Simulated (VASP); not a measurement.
# Eu (Im-3m) in VASP: relaxation of cell and atoms with PBE

Aim: the relaxation of cell and atoms of Eu with PBE.

All numbers are computed with VASP 6.6.1; they aren't measurements. Logs are shortened: lines on timing, memory, paths and dates and some standing lists are left out, and cuts for length are marked.

## (1) The cell of the first run

The structure is cubic, space group Im-3m (No. 229). The conventional cell has a = 4.610 Å, b = 4.610 Å, c = 4.610 Å, α = 90.00°, β = 90.00°, γ = 90.00°. Within 5.2 Å of Eu (site symmetry m-3m) lie 14 Eu at 3.99 to 4.61 Å.

## (2) Relaxation of cell and atoms, PBE, collinear spin, ferromagnetic start

INCAR reads:

```
SYSTEM = Eu
PREC = Accurate
ENCUT = 600
EDIFF = 1E-7
ISMEAR = 0
SIGMA = 0.1
LREAL = .False.
LASPH = .True.
NELM = 150
ALGO = Normal
ISIF = 3
LWAVE = .False.
LCHARG = .False.
ISPIN = 2
MAGMOM = 7.87
LORBIT = 11
LMAXMIX = 6
GGA = PE
IBRION = 2
NSW = 100
EDIFFG = -0.005
```

KPOINTS reads:

```
regular mesh
0
Gamma
  14 14 14
  0 0 0
```

POSCAR reads:

```
Eu
1.0
   -2.3050001490      2.3050001490      2.3050001490
    2.3050001490     -2.3050001490      2.3050001490
    2.3050001490      2.3050001490     -2.3050001490
Eu
1
Direct
    0.0000000000      0.0000000000      0.0000000000
```

Potentials or basis: VASP PAW PBE potentials, release 64 (Eu).

Launch:

```bash
> cat potpaw_PBE.64/Eu/POTCAR > POTCAR
> mpirun -np 1 vasp_std > vasp.out
```

OUTCAR:

```text
SYSTEM = Eu
   PREC = Accurate
   ENCUT = 600
   EDIFF = 1E-7
   ISMEAR = 0
   LREAL = .False.
   LASPH = .True.
   NELM = 150
   ISIF = 3
   ISPIN = 2
   LORBIT = 11
   GGA = PE
   IBRION = 2
   NSW = 100
   EDIFFG = -0.005

 ion  position               nearest neighbor table
   1  0.000  0.000  0.000-

  LATTYP: Found a body centered cubic cell.
 ALAT       =     4.6100002980

  Lattice vectors:

 A1 = (  -2.3050001490,   2.3050001490,   2.3050001490)
 A2 = (   2.3050001490,  -2.3050001490,   2.3050001490)
 A3 = (   2.3050001490,   2.3050001490,  -2.3050001490)

Analysis of symmetry for initial positions (statically):
=====================================================================
 Subroutine PRICEL returns:
 Original cell was already a primitive cell.

 Routine SETGRP: Setting up the symmetry group for a
 body centered cubic supercell.

 Subroutine GETGRP returns: Found 48 space group operations
 (whereof 48 operations were pure point group operations)
 out of a pool of 48 trial point group operations.

The static configuration has the point symmetry O_h .

Analysis of symmetry for dynamics (positions and initial velocities):
=====================================================================
 Subroutine PRICEL returns:
 Original cell was already a primitive cell.

 Routine SETGRP: Setting up the symmetry group for a
 body centered cubic supercell.

 Subroutine GETGRP returns: Found 48 space group operations
 (whereof 48 operations were pure point group operations)
 out of a pool of 48 trial point group operations.

The dynamic configuration has the point symmetry O_h .

Analysis of structural, dynamic, and magnetic symmetry:
=====================================================================
 Subroutine PRICEL returns:
 Original cell was already a primitive cell.

 Routine SETGRP: Setting up the symmetry group for a
 body centered cubic supercell.

 Subroutine GETGRP returns: Found 48 space group operations
 (whereof 48 operations were pure point group operations)
 out of a pool of 48 trial point group operations.

The overall configuration has the point symmetry O_h .

 Subroutine INISYM returns: Found 48 space group operations
 (whereof 48 operations are pure point group operations),
 and found     1 'primitive' translations

----------------------------------------------------------------------------------------

                                     Primitive cell

  volume of cell :      48.9861

  direct lattice vectors                    reciprocal lattice vectors
    -2.305000149  2.305000149  2.305000149     0.000000000  0.216919726  0.216919726
     2.305000149 -2.305000149  2.305000149     0.216919726  0.000000000  0.216919726
     2.305000149  2.305000149 -2.305000149     0.216919726  0.216919726  0.000000000

  length of vectors
     3.992377370  3.992377370  3.992377370     0.306770818  0.306770818  0.306770818

  position of ions in fractional coordinates (direct lattice)
     0.000000000  0.000000000  0.000000000

  ion indices of the primitive-cell ions
   primitive index   ion index
                 1           1

----------------------------------------------------------------------------------------

 KPOINTS: regular mesh

Automatic generation of k-mesh.
 Grid dimensions read from file:
 generate k-points for:   14   14   14

 Generating k-lattice:

  Cartesian coordinates                     Fractional coordinates (reciprocal lattice)
     0.000000000  0.015494266  0.015494266     0.071428571  0.000000000  0.000000000
     0.015494266  0.000000000  0.015494266     0.000000000  0.071428571  0.000000000
     0.015494266  0.015494266  0.000000000     0.000000000  0.000000000  0.071428571

  Length of vectors
     0.021912201  0.021912201  0.021912201

  Shift w.r.t. Gamma in fractional coordinates (k-lattice)
     0.000000000  0.000000000  0.000000000

 Subroutine IBZKPT returns following result:
 ===========================================

 Found    104 irreducible k-points:

 Following reciprocal coordinates:
            Coordinates               Weight
  0.000000  0.000000  0.000000      1.000000
  0.071429  0.000000  0.000000     12.000000
  0.142857  0.000000  0.000000     12.000000
  0.214286  0.000000  0.000000     12.000000
  0.285714  0.000000  0.000000     12.000000
  0.357143  0.000000  0.000000     12.000000
[... 16 lines left out ...]
  0.285714  0.285714  0.000000     24.000000
  0.357143  0.285714  0.000000     24.000000
 [... further k-points ...]
   k-points           NKPTS =    104   k-points in BZ     NKDIM =    104   number of bands    NBANDS=     16
   number of dos      NEDOS =    301   number of ions     NIONS =      1
   total plane-waves  NPLWV =  32768
   dimension x,y,z NGX =    32 NGY =   32 NGZ =   32
   dimension x,y,z NGXF=    64 NGYF=   64 NGZF=   64
   ions per type =               1
   NGX,Y,Z   is equivalent  to a cutoff of  13.33, 13.33, 13.33 a.u.
   NGXF,Y,Z  is equivalent  to a cutoff of  26.65, 26.65, 26.65 a.u.
 SYSTEM =  Eu
   PREC   = accura    normal or accurate (medium, high low for compatibility)
   ISTART =      0    job   : 0-new  1-cont  2-samecut
   ICHARG =      2    charge: 1-file 2-atom 10-const
   ISPIN  =      2    spin polarized calculation?
   LNONCOLLINEAR =      F non collinear calculations
   LSORBIT =      F    spin-orbit coupling
   LASPH  =      T    aspherical Exc in radial PAW
   ENCUT  =  600.0 eV  44.10 Ry    6.64 a.u.   7.97  7.97  7.97*2*pi/ulx,y,z
   NELM   =    150;   NELMIN=  2; NELMDL= -5     # of ELM steps
   EDIFF  = 0.1E-06   stopping-criterion for ELM
   LREAL  =      F    real-space projection
   EDIFFG = -.5E-02   stopping-criterion for IOM
   NSW    =    100    number of steps for IOM
   IBRION =      2    ionic relax: 0-MD 1-quasi-New 2-CG
   NFREE  =      1    steps in history (QN), initial steepest desc. (CG)
   ISIF   =      3    stress and relaxation
   ISYM   =      2    0-nonsym 1-usesym 2-fastsym
   POTIM  = 0.5000    time-step for ionic-motion
   TEBEG  =    0.0;   TEEND  =   0.0 temperature during run
   PSTRESS=    0.0 pullay stress
   NELECT =      17.0000    total number of electrons
   NUPDOWN=      -1.0000    fix difference up-down
   EMIN   =  10.00;   EMAX   =-10.00  energy-range for DOS
   EFERMI =   0.00;   METHOD = LEGACY
   ISMEAR =     0;   SIGMA  =   0.10  broadening in eV -4-tet -1-fermi 0-gaus
   EFERMI_NEDOS =   21; number of points for ismear=-14 and -15
   IALGO  =     38    algorithm
   IMIX   =      4    mixing-type and parameters
     AMIX     =   0.40;   BMIX     =  1.00
     AMIX_MAG =   1.60;   BMIX_MAG =  1.00
  volume/ion in A,a.u.               =      48.99       330.57
  Fermi-wavevector in a.u.,A,eV,Ry     =   1.150448  2.174031 18.007715  1.323530
  Thomas-Fermi vector in A             =   2.287111
   LORBIT       =     11    0 simple, 1 ext, 2 COOP (PROOUT), +10 PAW based schemes
   GGA     = PE    functional components
   LHFCALC =     F    Hartree Fock is set to
   AEXX    =    0.0000 exact exchange contribution
   IVDW    =     0    specifies the selected vdW correction
   LEPSILON=     F    determine dielectric tensor
   LRPA    =     F    only Hartree local field effects (RPA)
 conjugate gradient relaxation of ions
 spin polarized calculation
 Gauss-broadening in eV      SIGMA  =   0.10
  energy-cutoff  :      600.00
  volume of cell :       48.99
 maximum number of plane-waves:      1660
   NGX = 15   NGY = 15   NGZ = 15

--------------------------------------- Ionic step        1  -------------------------------------------

 number of electron      17.0000002 magnetization       7.3470119

 Free energy of the ion-electron system (eV)
  ---------------------------------------------------
  ext. energy  EPLUGINS =         0.00000000
  ---------------------------------------------------
  free energy    TOTEN  =       -11.39783282 eV

  energy without entropy =      -11.38975170  energy(sigma->0) =      -11.39379226

------------------------ aborting loop because EDIFF is reached ----------------------------------------

  FORCE on cell =-STRESS in cart. coord.  units (eV):
  Direction    XX          YY          ZZ          XY          YZ          ZX
  --------------------------------------------------------------------------------------
  -------------------------------------------------------------------------------------
  Total       -0.5396923     -0.5396923     -0.5396923      0.0000000      0.0000000      0.0000000
  in kB      -17.6515959    -17.6515959    -17.6515959      0.0000000      0.0000000      0.0000000
  external PRESSURE =     -17.6515959 kB  Pullay stress =       0.0000000 kB
[... 86 lines left out ...]
  FREE ENERGIE OF THE ION-ELECTRON SYSTEM (eV)
  ---------------------------------------------------
  free  energy   TOTEN  =       -11.4445056313 eV

  energy  without entropy=      -11.4374962792  energy(sigma->0) =      -11.44100096

[... ionic steps 4 to 17 ...]

--------------------------------------- Ionic step       18  -------------------------------------------

 number of electron      16.9999999 magnetization       7.2393205

------------------------ aborting loop because EDIFF is reached ----------------------------------------

  FORCE on cell =-STRESS in cart. coord.  units (eV):
  Direction    XX          YY          ZZ          XY          YZ          ZX
  --------------------------------------------------------------------------------------
  -------------------------------------------------------------------------------------
  Total       -0.0326877     -0.0326877     -0.0326877      0.0000000      0.0000000     -0.0000000
  in kB       -1.2603319     -1.2603319     -1.2603319      0.0000000      0.0000000     -0.0000000
  external PRESSURE =      -1.2603319 kB  Pullay stress =       0.0000000 kB
[... 55 lines left out ...]
  energy  without entropy=      -11.4377685151  energy(sigma->0) =      -11.44123186

--------------------------------------- Ionic step       20  -------------------------------------------

 number of electron      16.9999999 magnetization       7.2382802

 Free energy of the ion-electron system (eV)
  ---------------------------------------------------
  ext. energy  EPLUGINS =         0.00000000
  ---------------------------------------------------
  free energy    TOTEN  =       -11.44469979 eV

  energy without entropy =      -11.43778546  energy(sigma->0) =      -11.44124262

 E-fermi :   2.1629     XC(G=0):  -8.8855

 val. band max:        2.1628636097   @ k =  -0.4286   0.5000   0.2857
 cond. band min:       2.1629795701   @ k =  -0.4286   0.5000   0.2143
 fundamental gap:      0.0001159603
 Fermi energy:         2.1629431818

 spin component 1

 k-point     1 :       0.0000    0.0000    0.0000
  band No.  band energies     occupation
      1     -39.4687      1.00000
      2     -18.0121      1.00000
      3     -18.0121      1.00000
      4     -18.0121      1.00000
      5      -2.2218      1.00000
      6       1.6362      1.00000
[... 8 lines left out ...]
     15       3.9957      0.00000
     16       5.7438      0.00000
[... 420 lines left out ...]
  band No.  band energies     occupation
      1     -39.4271      1.00000
      2     -18.3661      1.00000
      3     -18.2951      1.00000
      4     -18.0696      1.00000
      5       1.3960      1.00000
      6       1.6343      1.00000
[... 8 lines left out ...]
     15       5.9185      0.00000
     16       6.2434      0.00000

 [... further k-points ...]

 spin component 2

 k-point     1 :       0.0000    0.0000    0.0000
  band No.  band energies     occupation
      1     -36.3513      1.00000
      2     -15.6935      1.00000
      3     -15.6935      1.00000
      4     -15.6935      1.00000
      5      -1.4871      1.00000
      6       4.9792      0.00000
[... 8 lines left out ...]
     15       6.7804      0.00000
     16       6.8372      0.00000
[... 420 lines left out ...]
  band No.  band energies     occupation
      1     -36.2972      1.00000
      2     -16.1380      1.00000
      3     -16.0486      1.00000
      4     -15.7657      1.00000
      5       2.3938      0.00055
      6       3.0758      0.00000
[... 8 lines left out ...]
     15       7.3296      0.00000
     16       7.5433      0.00000

 [... further k-points ...]

------------------------ aborting loop because EDIFF is reached ----------------------------------------

  FORCE on cell =-STRESS in cart. coord.  units (eV):
  Direction    XX          YY          ZZ          XY          YZ          ZX
  --------------------------------------------------------------------------------------
  -------------------------------------------------------------------------------------
  Total        0.0029539      0.0029539      0.0029539      0.0000000     -0.0000000     -0.0000000
  in kB        0.1140758      0.1140758      0.1140758      0.0000000     -0.0000000     -0.0000000
  external PRESSURE =       0.1140758 kB  Pullay stress =       0.0000000 kB
[... 16 lines left out ...]
  FREE ENERGIE OF THE ION-ELECTRON SYSTEM (eV)
  ---------------------------------------------------
  free  energy   TOTEN  =       -11.4446997869 eV

  energy  without entropy=      -11.4377854563  energy(sigma->0) =      -11.44124262

 reached required accuracy - stopping structural energy minimisation

 total charge

# of ion       s       p       d       f       tot
--------------------------------------------------
    1        2.086   5.709   0.298   6.640  14.734

 magnetization (x)

# of ion       s       p       d       f       tot
--------------------------------------------------
    1       -0.004  -0.095   0.122   6.638   6.661
```

Wall time 23 min (1 thread of Intel Xeon 6975P-C (Granite Rapids), shared host); peak memory 0.38 GiB.

Results:

```
Free energy                                           : -11.4447 eV
Relaxed volume                                        : 41.49 Å³/atom
Relaxed cell                                          : a = 3.777 Å, b = 3.777 Å, c = 3.777 Å, α = 109.47°, β = 109.47°, γ = 109.47°
Space group after relaxing (to 0.1 Å)                 : Im-3m (No. 229)
Energy gained by relaxing                             : 46.9 meV/atom
Ionic steps                                           : 20
Pressure after relaxing                               : 0.0 GPa
Net moment                                            : 7.24 μB per cell
Site moments                                          : Eu +6.66 μB
Valence electrons inside the program's atomic spheres : Eu 14.73
```

Step by step:
| step | energy change (eV) | largest force (eV/Å) | pressure (GPa) | volume (Å³) |
| --- | --- | --- | --- | --- |
| 1 | 0.0000 | 0.0000 | -1.77 | 48.99 |
| 2 | -0.0333 | 0.0000 | -1.06 | 45.26 |
| 3 | -0.0467 | 0.0000 | -0.13 | 41.89 |
| 4 | -0.0469 | 0.0000 | 0.03 | 41.46 |
| 5 | -0.0468 | 0.0000 | -0.09 | 41.60 |
| 6 | -0.0468 | 0.0000 | -0.11 | 41.60 |
| 7 | -0.0469 | 0.0000 | -0.22 | 41.58 |
| 8 | -0.0469 | 0.0000 | -0.03 | 41.58 |
| 9 | -0.0469 | 0.0000 | -0.04 | 41.58 |
| 10 | -0.0469 | 0.0000 | -0.03 | 41.58 |
| 11 | -0.0469 | 0.0000 | -0.03 | 41.58 |
| 12 | -0.0469 | 0.0000 | -0.03 | 41.58 |
| 13 | -0.0469 | 0.0000 | -0.04 | 41.58 |
| 14 | -0.0469 | 0.0000 | -0.04 | 41.57 |
| 15 | -0.0469 | 0.0000 | -0.05 | 41.57 |
| 16 | -0.0469 | 0.0000 | -0.07 | 41.57 |
| 17 | -0.0469 | 0.0000 | -0.10 | 41.56 |
| 18 | -0.0469 | 0.0000 | -0.13 | 41.55 |
| 19 | -0.0469 | 0.0000 | -0.06 | 41.53 |
| 20 | -0.0469 | 0.0000 | 0.01 | 41.49 |

Final structure:
```
Eu
1.0
    -2.18082    2.18082    2.18082
     2.18082   -2.18082    2.18082
     2.18082    2.18082   -2.18082
Eu
1
Cartesian
  0.0000 0.0000 0.0000
```

Caveat: the volume moved by over 15 % at a fixed basis, so the end points are rough; spin-orbit coupling is left out, which moves the levels of the heavy elements; semilocal functionals describe open f shells poorly, which spoils levels, moments and volumes. The state reached can hang on the start; a lower one may exist.
